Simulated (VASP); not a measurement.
LiNbO3, 40 atoms in the cell. Symmetry: R3c, No. 161, trigonal system. Conventional cell: a = 5.190 Å, b = 5.190 Å, c = 14.017 Å, α = 90.00°, β = 90.00°, γ = 120.00°. Li (site symmetry 3) has 6 O at 2.08 to 2.27 Å within 2.8 Å. Nb (site symmetry 3) has 6 O at 1.88 to 2.16 Å within 2.5 Å. O (site symmetry 1) has 2 Nb at 1.88 to 2.16 Å and 2 Li at 2.08 to 2.27 Å within 2.5 Å. O (site symmetry 1) has 2 Nb at 1.88 to 2.16 Å and 2 Li at 2.08 to 2.27 Å within 2.5 Å. Within 2.5 Å of O (site symmetry 1) lie 2 Nb at 1.88 to 2.16 Å and 2 Li at 2.08 to 2.27 Å. 

```yaml
Program: VASP 6.6.1
Task: single point
Functional: PBE
Potentials_or_basis: VASP PAW PBE potentials, release 64 (Li_sv, Nb_sv, O)
Cutoff: 520 eV
k_mesh: 1 × 1 × 1, shifted
Occupations: gaussian, width 0.01 eV
Spin: no spin polarisation
Dipole_correction: no
Further_INCAR_settings: LREAL = Auto; ALGO = Normal; EDIFF = 1e-06; NBANDS = 162
```

Potentials or basis: VASP PAW PBE potentials, release 64 (Li_sv, Nb_sv, O).

Run with:

```console
$ cat potpaw_PBE.64/Li_sv/POTCAR potpaw_PBE.64/Nb_sv/POTCAR potpaw_PBE.64/O/POTCAR > POTCAR
$ mpirun -np 1 vasp_std > vasp.out
```

Hardware: 1 thread of Intel Xeon 8259CL, on a shared host.

Question: Estimate the wall time of this run.

Answer: It took 8.1 min on 1 thread of Intel Xeon 8259CL, on a shared host, peak memory 0.63 GiB. Counts: scf iterations 16, k points 1.
